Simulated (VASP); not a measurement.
# NaLiCl2 (R-3m) in VASP: notebook

The runs below take NaLiCl2 through single point, relaxation of cell and atoms, with LDA.

All numbers are computed with VASP 6.6.1; they aren't measurements. Logs are shortened: lines on timing, memory, paths and dates and some standing lists are left out, and cuts for length are marked.

### 1 The cell of the first run

It takes space group R-3m (No. 166, trigonal). Conventional cell: a = 3.674 Å, b = 3.674 Å, c = 18.254 Å, α = 90.00°, β = 90.00°, γ = 120.00°. Within 3.8 Å of Na (site symmetry -3m) lie 6 Cl at 2.69 Å and 6 Na at 3.67 Å and 6 Li at 3.71 Å. Within 3.3 Å of Li (site symmetry -3m) lie 6 Cl at 2.53 Å. Within 3.3 Å of Cl (site symmetry 3m) lie 3 Li at 2.53 Å and 3 Na at 2.69 Å.

### 2 Single point, LDA

The input, INCAR:

```
SYSTEM = NaLiCl2
  PREC = Accurate
  ENCUT = 520
  EDIFF = 1E-6
  ISMEAR = 0
  SIGMA = 0.02
  LREAL = .False.
  LASPH = .True.
  NELM = 80
  ALGO = Normal
  ISIF = 2
  LWAVE = .False.
  LCHARG = .False.
  GGA = CA
  NBANDS = 20
```

The input, KPOINTS:

```
regular mesh
0
Gamma
  9 9 9
  0 0 0
```

The input, POSCAR:

```
NaLiCl2
1.0
    1.8368492290      1.0605053968      6.0845663382
   -1.8368492290      1.0605053968      6.0845663382
    0.0000000000     -2.1210107937      6.0845663382
Na Li Cl
1 1 2
Direct
    0.0000000000      0.0000000000      0.0000000000
    0.5000000000      0.5000000000      0.5000000000
    0.7576189065      0.7576189065      0.7576189065
    0.2423810935      0.2423810935      0.2423810935
```

Potentials or basis: VASP PAW LDA potentials, release 64 (Na_pv, Li_sv, Cl).

Started as:

```console
cat potpaw_LDA.64/Na_pv/POTCAR potpaw_LDA.64/Li_sv/POTCAR potpaw_LDA.64/Cl/POTCAR > POTCAR
mpirun -np 1 vasp_std > vasp.out
```

OUTCAR:

```text
SYSTEM = NaLiCl2
   PREC = Accurate
   ENCUT = 520
   EDIFF = 1E-6
   ISMEAR = 0
   LREAL = .False.
   LASPH = .True.
   NELM = 80
   ISIF = 2
   GGA = CA

 ion  position               nearest neighbor table
   1  0.000  0.000  0.000-   3 2.69   3 2.69   4 2.69   4 2.69   3 2.69   4 2.69
   2  0.500  0.500  0.500-   4 2.53   4 2.53   3 2.53   3 2.53   4 2.53   3 2.53
   3  0.758  0.758  0.758-   2 2.53   2 2.53   2 2.53   1 2.69   1 2.69   1 2.69
   4  0.242  0.242  0.242-   2 2.53   2 2.53   2 2.53   1 2.69   1 2.69   1 2.69

  LATTYP: Found a trigonal (rhomboedric) cell.
 ALAT       =     6.4436506974
 COS(alpha) =     0.8374776712

  Lattice vectors:

 A1 = (   1.8368492290,   1.0605053968,   6.0845663382)
 A2 = (  -1.8368492290,   1.0605053968,   6.0845663382)
 A3 = (   0.0000000000,  -2.1210107937,   6.0845663382)

Analysis of symmetry for initial positions (statically):
=====================================================================
 Subroutine PRICEL returns:
 Original cell was already a primitive cell.

 Routine SETGRP: Setting up the symmetry group for a
 trigonal (rhombohedral) supercell.

 Subroutine GETGRP returns: Found 12 space group operations
 (whereof 12 operations were pure point group operations)
 out of a pool of 12 trial point group operations.

The static configuration has the point symmetry D_3d.

Analysis of symmetry for dynamics (positions and initial velocities):
=====================================================================
 Subroutine PRICEL returns:
 Original cell was already a primitive cell.

 Routine SETGRP: Setting up the symmetry group for a
 trigonal (rhombohedral) supercell.

 Subroutine GETGRP returns: Found 12 space group operations
 (whereof 12 operations were pure point group operations)
 out of a pool of 12 trial point group operations.

The dynamic configuration has the point symmetry D_3d.

 Subroutine INISYM returns: Found 12 space group operations
 (whereof 12 operations are pure point group operations),
 and found     1 'primitive' translations

----------------------------------------------------------------------------------------

                                     Primitive cell

  volume of cell :      71.1160

  direct lattice vectors                    reciprocal lattice vectors
     1.836849229  1.060505397  6.084566338     0.272205248  0.157157773  0.054783417
    -1.836849229  1.060505397  6.084566338    -0.272205248  0.157157773  0.054783417
     0.000000000 -2.121010794  6.084566338     0.000000000 -0.314315546  0.054783417

  length of vectors
     6.443650697  6.443650697  6.443650697     0.319054048  0.319054048  0.319054048

  position of ions in fractional coordinates (direct lattice)
     0.000000000  0.000000000  0.000000000
     0.500000000  0.500000000  0.500000000
     0.757618906  0.757618906  0.757618906
     0.242381094  0.242381094  0.242381094

  ion indices of the primitive-cell ions
   primitive index   ion index
                 1           1
                 2           2
                 3           3
                 4           4

----------------------------------------------------------------------------------------

 KPOINTS: regular mesh

Automatic generation of k-mesh.
 Grid dimensions read from file:
 generate k-points for:    9    9    9

 Generating k-lattice:

  Cartesian coordinates                     Fractional coordinates (reciprocal lattice)
     0.030245028  0.017461975  0.006087046     0.111111111 -0.000000000  0.000000000
    -0.030245028  0.017461975  0.006087046    -0.000000000  0.111111111  0.000000000
     0.000000000 -0.034923950  0.006087046     0.000000000  0.000000000  0.111111111

  Length of vectors
     0.035450450  0.035450450  0.035450450

  Shift w.r.t. Gamma in fractional coordinates (k-lattice)
     0.000000000  0.000000000  0.000000000

 Subroutine IBZKPT returns following result:
 ===========================================

 Found     85 irreducible k-points:

 Following reciprocal coordinates:
            Coordinates               Weight
  0.000000  0.000000  0.000000      1.000000
  0.111111 -0.000000 -0.000000      6.000000
  0.222222  0.000000 -0.000000      6.000000
  0.333333 -0.000000  0.000000      6.000000
  0.444444  0.000000 -0.000000      6.000000
  0.111111  0.111111 -0.000000      6.000000
[... 16 lines left out ...]
 -0.333333  0.333333  0.000000      6.000000
  0.444444  0.444444 -0.000000      6.000000
 [... further k-points ...]
   k-points           NKPTS =     85   k-points in BZ     NKDIM =     85   number of bands    NBANDS=     20
   number of dos      NEDOS =    301   number of ions     NIONS =      4
   total plane-waves  NPLWV = 110592
   dimension x,y,z NGX =    48 NGY =   48 NGZ =   48
   dimension x,y,z NGXF=    96 NGYF=   96 NGZF=   96
   ions per type =               1   1   2
   NGX,Y,Z   is equivalent  to a cutoff of  12.38, 12.38, 12.38 a.u.
[... 91 lines left out ...]
  band No.  band energies     occupation
      1     -41.8818      2.00000
      2     -20.4052      2.00000
      3     -20.3984      2.00000
      4     -20.3878      2.00000
      5     -12.6368      2.00000
      6     -12.1472      2.00000
[... 12 lines left out ...]
     19      11.7541      0.00000
     20      12.4967      0.00000

 k-point     4 :       0.3333   -0.0000    0.0000
  band No.  band energies     occupation
      1     -41.8812      2.00000
      2     -20.4223      2.00000
      3     -20.3928      2.00000
      4     -20.3912      2.00000
      5     -12.4349      2.00000
      6     -12.0926      2.00000
[... 12 lines left out ...]
     19      11.2671      0.00000
     20      12.9982      0.00000

 k-point     5 :       0.4444    0.0000   -0.0000
  band No.  band energies     occupation
      1     -41.8808      2.00000
      2     -20.4334      2.00000
      3     -20.3935      2.00000
      4     -20.3890      2.00000
      5     -12.2723      2.00000
      6     -12.0799      2.00000
[... 12 lines left out ...]
     19      11.3175      0.00000
     20      13.2117      0.00000

 k-point     6 :       0.1111    0.1111   -0.0000
  band No.  band energies     occupation
      1     -41.8824      2.00000
      2     -20.4037      2.00000
      3     -20.3896      2.00000
      4     -20.3847      2.00000
      5     -12.7888      2.00000
      6     -12.2107      2.00000
[... 12 lines left out ...]
     19      11.9665      0.00000
     20      12.8930      0.00000

 k-point     7 :       0.2222    0.1111   -0.0000
  band No.  band energies     occupation
      1     -41.8820      2.00000
      2     -20.4003      2.00000
      3     -20.3998      2.00000
      4     -20.3873      2.00000
      5     -12.6775      2.00000
      6     -12.1739      2.00000
[... 12 lines left out ...]
     19      11.9427      0.00000
     20      12.3595      0.00000
[... 277 lines left out ...]
 k-point    20 :       0.3333    0.3333    0.0000
  band No.  band energies     occupation
      1     -41.8812      2.00000
      2     -20.4224      2.00000
      3     -20.3928      2.00000
      4     -20.3912      2.00000
      5     -12.4178      2.00000
      6     -12.1092      2.00000
[... 12 lines left out ...]
     19      11.5932      0.00000
     20      13.4104      0.00000

 k-point    21 :       0.4444    0.3333    0.0000
  band No.  band energies     occupation
      1     -41.8809      2.00000
      2     -20.4277      2.00000
      3     -20.3962      2.00000
      4     -20.3899      2.00000
      5     -12.3085      2.00000
      6     -12.0833      2.00000
[... 12 lines left out ...]
     19      11.8839      0.00000
     20      13.2088      0.00000

 k-point    22 :      -0.4444    0.3333    0.0000
  band No.  band energies     occupation
      1     -41.8806      2.00000
      2     -20.4263      2.00000
      3     -20.4063      2.00000
      4     -20.3876      2.00000
      5     -12.1966      2.00000
      6     -12.0748      2.00000
[... 12 lines left out ...]
     19      11.7486      0.00000
     20      12.6810      0.00000

 k-point    23 :      -0.3333    0.3333    0.0000
  band No.  band energies     occupation
      1     -41.8805      2.00000
      2     -20.4180      2.00000
      3     -20.4180      2.00000
      4     -20.3867      2.00000
      5     -12.1121      2.00000
      6     -12.1121      2.00000
[... 12 lines left out ...]
     19      11.7491      0.00000
     20      12.1374      0.00000

 k-point    24 :       0.4444    0.4444   -0.0000
  band No.  band energies     occupation
      1     -41.8808      2.00000
      2     -20.4335      2.00000
      3     -20.3935      2.00000
      4     -20.3891      2.00000
      5     -12.2728      2.00000
      6     -12.0747      2.00000
[... 12 lines left out ...]
     19      12.5956      0.00000
     20      14.8924      0.00000

 [... further k-points ...]

------------------------ aborting loop because EDIFF is reached ----------------------------------------

  FORCE on cell =-STRESS in cart. coord.  units (eV):
  Direction    XX          YY          ZZ          XY          YZ          ZX
  --------------------------------------------------------------------------------------
  -------------------------------------------------------------------------------------
  Total       -0.0056178     -0.0056178      0.0030537      0.0000000     -0.0000000      0.0000000
  in kB       -0.1265642     -0.1265642      0.0687963      0.0000000     -0.0000000      0.0000000
  external PRESSURE =      -0.0614440 kB  Pullay stress =       0.0000000 kB

 VOLUME and BASIS-vectors are now :
 -----------------------------------------------------------------------------
  energy-cutoff  :      520.00
  volume of cell :       71.12
      direct lattice vectors                 reciprocal lattice vectors
     1.836849229  1.060505397  6.084566338     0.272205248  0.157157773  0.054783417
    -1.836849229  1.060505397  6.084566338    -0.272205248  0.157157773  0.054783417
     0.000000000 -2.121010794  6.084566338     0.000000000 -0.314315546  0.054783417

 POSITION                                       TOTAL-FORCE (eV/Angst)
 -----------------------------------------------------------------------------------
      0.00000      0.00000      0.00000         0.000000      0.000000      0.000000
      0.00000     -0.00000      9.12685         0.000000      0.000000      0.000000
      0.00000     -0.00000     13.82935         0.000000     -0.000000      0.002308
      0.00000     -0.00000      4.42435         0.000000      0.000000     -0.002308
 -----------------------------------------------------------------------------------
    total drift:                                0.000000      0.000000     -0.000000

  FREE ENERGIE OF THE ION-ELECTRON SYSTEM (eV)
  ---------------------------------------------------
  free  energy   TOTEN  =       -15.4272990181 eV

  energy  without entropy=      -15.4272990181  energy(sigma->0) =      -15.42729902
```

Wall time 76 s (1 thread of Intel Xeon 6975P-C (Granite Rapids), shared host); peak memory 0.31 GiB.

What came out:

```
Free energy            : -15.4273 eV
Band gap on the k mesh : 5.61 eV
```

Forces on the atoms (eV/Å):
```
Na   0.000  0.000  0.000
Li   0.000  0.000  0.000
Cl   0.000  0.000  0.002
Cl   0.000  0.000 -0.002
```

Caveat: the cutoff is under 1.25 times the usual one of these potentials, so pressure, stress and relaxed cells hold a basis-set (Pulay) error. A k mesh can miss the band edges.

### 3 Single point, LDA

The input, INCAR:

```
ALGO = Normal
EDIFF = 1E-6
ENCUT = 520
GGA = CA
ISIF = 2
ISMEAR = 0
LASPH = True
LCHARG = True
LELF = True
LREAL = False
LVHAR = True
LWAVE = False
NBANDS = 20
NELM = 80
PREC = Accurate
SIGMA = 0.01
```

The input, KPOINTS:

```
k-points
0
Gamma
  9 9 9
```

The input, POSCAR:

```
NaLiCl2
1.0
    1.8369329624      1.0605537403      6.0865996775
   -1.8369329624      1.0605537403      6.0865996775
    0.0000000000     -2.1211074807      6.0865996775
Na Li Cl
1 1 2
Direct
    0.0000000000      0.0000000000      0.0000000000
    0.5000000000      0.5000000000      0.5000000000
    0.7575972094      0.7575972094      0.7575972094
    0.2424027906      0.2424027906      0.2424027906
```

Potentials or basis: VASP PAW LDA potentials, release 64 (Na_pv, Li_sv, Cl).

Started as:

```console
cat potpaw_LDA.64/Na_pv/POTCAR potpaw_LDA.64/Li_sv/POTCAR potpaw_LDA.64/Cl/POTCAR > POTCAR
mpirun -np 1 vasp_std > vasp.out
```

It took 97 s on 1 thread of Intel Xeon 6975P-C (Granite Rapids), shared host; peak memory 0.3 GiB.

Results (log left out):

```yaml
Free_energy: -15.4273 eV
Largest_force: 0.004 eV/Å
Band_gap_on_the_k_mesh: 5.61 eV
```

Forces in eV/Å, atoms in the order of the input:
```
Na   0.000  0.000  0.000
Li   0.000  0.000  0.000
Cl   0.000  0.000  0.004
Cl   0.000  0.000 -0.004
```

Levels at points of the mesh, in eV from the valence-band top:
```
           k point  band 8  band 9  band 10  band 11  band 12  band 13  band 14  band 15  band 16  band 17
(0.00, 0.00, 0.00)   -0.32   -0.32    -0.02     0.00     0.00     5.61     6.73     9.83     9.83    10.61
```

Caveat: the cutoff is under 1.25 times the usual one of these potentials, so pressure, stress and relaxed cells hold a basis-set (Pulay) error. A k mesh can miss the band edges.

### 4 Relaxation of cell and atoms, LDA

This run uses another cell than the first one, of 17.72 Å³/atom.

The input, INCAR:

```
PREC     = Accurate       # precision mode
ENCUT    = 600            # plane-wave cutoff, eV
EDIFF    = 1E-7           # SCF threshold, eV
ISMEAR   = 0              # smearing method
SIGMA    = 0.02           # smearing width, eV
LREAL    = False          # projectors in reciprocal space
LASPH    = True           # aspherical terms in the spheres
NELM     = 100            # most SCF steps
ALGO     = Normal         # electronic algorithm
ISIF     = 3              # what is computed and relaxed
LWAVE    = False          # write WAVECAR
LCHARG   = False          # write CHGCAR
IBRION   = 2              # ionic algorithm
NSW      = 100            # ionic steps
EDIFFG   = -0.005         # ionic threshold
```

The input, KPOINTS:

```
regular mesh
0
Gamma
  9 9 9
```

The input, POSCAR:

```
NaLiCl2
1.0
    1.8351571281      1.0595284619      6.0745289545
   -1.8351571281      1.0595284619      6.0745289545
    0.0000000000     -2.1190569238      6.0745289545
Na Li Cl
1 1 2
Direct
    0.0000000000      0.0000000000      0.0000000000
    0.5000000000      0.5000000000      0.5000000000
    0.7572225386      0.7572225386      0.7572225386
    0.2427774614      0.2427774614      0.2427774614
```

Started as:

```console
cat potpaw_LDA.64/Na_pv/POTCAR potpaw_LDA.64/Li_sv/POTCAR potpaw_LDA.64/Cl/POTCAR > POTCAR
mpirun -np 1 vasp_std > vasp.out
```

It took 9.2 min on 1 thread of Intel Xeon 6975P-C (Granite Rapids), shared host; peak memory 0.4 GiB.

Results (log left out):

* Free energy: -15.4270 eV
* Relaxed volume: 17.79 Å³/atom
* Relaxed cell: a = 6.445 Å, b = 6.445 Å, c = 6.445 Å, α = 33.12°, β = 33.12°, γ = 33.12°
* Space group after relaxing (to 0.1 Å): R-3m (No. 166)
* Energy gained by relaxing: 0.1 meV/atom
* Ionic steps: 6
* Pressure after relaxing: 0.0 GPa
* Band gap on the k mesh: 5.61 eV

Step by step:
```
step  energy change (eV)  largest force (eV/Å)  pressure (GPa)  volume (Å³)
   1              0.0000                0.0421            0.16        70.87
   2             -0.0003                0.0301            0.06        71.05
   3             -0.0004                0.0178           -0.04        71.24
   4             -0.0004                0.0161           -0.06        71.27
   5             -0.0004                0.0095           -0.03        71.21
   6             -0.0005                0.0001            0.00        71.14
```

Final structure:
```
Na Li Cl
1.0
     1.83701    1.06060    6.08567
    -1.83701    1.06060    6.08567
     0.00000   -2.12120    6.08567
Na Li Cl
1 1 2
Direct
  0.00000 0.00000 0.00000
  0.50000 0.50000 0.50000
  0.75764 0.75764 0.75764
  0.24236 0.24236 0.24236
```

Levels at points of the mesh, in eV from the valence-band top:
```tsv
k point	band 10	band 11	band 12	band 13	band 14	band 15
(0.00, 0.00, 0.00)	-0.02	0.00	0.00	5.61	6.73	9.83
```

Caveat: the cutoff is under 1.25 times the usual one of these potentials, so pressure, stress and relaxed cells hold a basis-set (Pulay) error.

### 5 Relaxation of cell and atoms, LDA

The input, INCAR:

```
SYSTEM = NaLiCl2
PREC = Accurate
ENCUT = 600
EDIFF = 1E-6
ISMEAR = 0
SIGMA = 0.01
LREAL = .FALSE.
LASPH = .TRUE.
NELM = 80
ALGO = Normal
ISIF = 3
LWAVE = .FALSE.
LCHARG = .FALSE.
IBRION = 2
NSW = 80
EDIFFG = -0.001
```

The input, KPOINTS:

```
Automatic mesh
0
G
  9 9 9
  0 0 0
```

The input, POSCAR:

```
NaLiCl2
1.0
    1.8368492290      1.0605053968      6.0845663382
   -1.8368492290      1.0605053968      6.0845663382
    0.0000000000     -2.1210107937      6.0845663382
Na Li Cl
1 1 2
Direct
    0.0000000000      0.0000000000      0.0000000000
    0.5000000000      0.5000000000      0.5000000000
    0.7576189065      0.7576189065      0.7576189065
    0.2423810935      0.2423810935      0.2423810935
```

Started as:

```console
cat potpaw_LDA.64/Na_pv/POTCAR potpaw_LDA.64/Li_sv/POTCAR potpaw_LDA.64/Cl/POTCAR > POTCAR
mpirun -np 1 vasp_std > vasp.out
```

Wall time 8.8 min (1 thread of Intel Xeon 6975P-C (Granite Rapids), shared host); peak memory 0.4 GiB.

The run converged. Its results:

```
Free energy                           : -15.4270 eV
Relaxed volume                        : 17.79 Å³/atom
Relaxed cell                          : a = 6.446 Å, b = 6.446 Å, c = 6.446 Å, α = 33.11°, β = 33.11°, γ = 33.11°
Space group after relaxing (to 0.1 Å) : R-3m (No. 166)
Energy gained by relaxing             : 0.0 meV/atom
Ionic steps                           : 15
Pressure after relaxing               : 0.0 GPa
Band gap on the k mesh                : 5.61 eV
```

Final structure:
```
CELL_PARAMETERS angstrom
1.83689 1.06053 6.08710
-1.83689 1.06053 6.08710
0.00000 -2.12105 6.08710
ATOMIC_POSITIONS crystal
Na 0.00000 0.00000 0.00000
Li 0.50000 0.50000 0.50000
Cl 0.75763 0.75763 0.75763
Cl 0.24237 0.24237 0.24237
```

Levels at points of the mesh, in eV from the valence-band top:
```
           k point  band 8  band 9  band 10  band 11  band 12  band 13  band 14  band 15  band 16
(0.00, 0.00, 0.00)   -0.32   -0.32    -0.02     0.00     0.00     5.61     6.73     9.83     9.83
```

Caveat: the cutoff is under 1.25 times the usual one of these potentials, so pressure, stress and relaxed cells hold a basis-set (Pulay) error. A k mesh can miss the band edges.

### 6 Summary

```csv
task,cell,cutoff (eV),smearing,gap on the mesh (eV),pressure (GPa),relaxed volume (Å³/atom)
single point,"a = 6.444 Å, angles 33.1°, 4 atoms, atomic positions A",520,gaussian 0.02 eV,5.61,-,-
single point,"a = 6.446 Å, angles 33.1°, 4 atoms, atomic positions A",520,gaussian 0.01 eV,5.61,-,-
relaxation of cell and atoms,"relaxed from a = 6.434 Å, angles 33.1°, 4 atoms, atomic positions B",600,gaussian 0.02 eV,5.61,0.0,17.79
relaxation of cell and atoms,"relaxed from a = 6.444 Å, angles 33.1°, 4 atoms, atomic positions A",600,gaussian 0.01 eV,5.61,0.0,17.79
```

Alike in all rows: level LDA; potentials or basis VASP PAW LDA potentials, release 64 (Na_pv, Li_sv, Cl); no spin polarisation; k mesh 9 × 9 × 9.

Caveats: the cutoff is under 1.25 times the usual one of these potentials, so pressure, stress and relaxed cells hold a basis-set (Pulay) error.

Total energies depend on the potentials used, so only differences within one code and one set of settings carry meaning.
